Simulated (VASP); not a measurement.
AlN, 54 atoms in the cell. Symmetry: F-43m, No. 216, cubic system. The conventional cell has a = 4.403 Å, b = 4.403 Å, c = 4.403 Å, α = 90.00°, β = 90.00°, γ = 90.00°. Al (site symmetry -43m) has 4 N at 1.91 Å within 2.5 Å. N (site symmetry -43m) has 4 Al at 1.91 Å within 2.5 Å. 

- Program: VASP 6.6.1
- Task: single point
- Functional: PBE
- Potentials or basis: VASP PAW PBE potentials, release 64 (Al, N)
- Cutoff: 520 eV
- k mesh: 1 × 1 × 1
- Occupations: gaussian, width 0.01 eV
- Spin: no spin polarisation
- Dipole correction: no
- Further INCAR settings: LREAL = Auto; ALGO = Normal; EDIFF = 1e-06; NBANDS = 141

Potentials or basis: VASP PAW PBE potentials, release 64 (Al, N).

Run with:

```sh
$ cat potpaw_PBE.64/Al/POTCAR potpaw_PBE.64/N/POTCAR > POTCAR
$ mpirun -np 1 vasp_gam > vasp.out
```

Hardware: 1 thread of Intel Xeon 6975P-C, with other jobs on the host.

Task: Estimate the wall time of this run.

Result: Wall time 3.5 min on 1 thread of Intel Xeon 6975P-C (shared host), peak memory 0.65 GiB. Counts: scf iterations 14, k points 1.
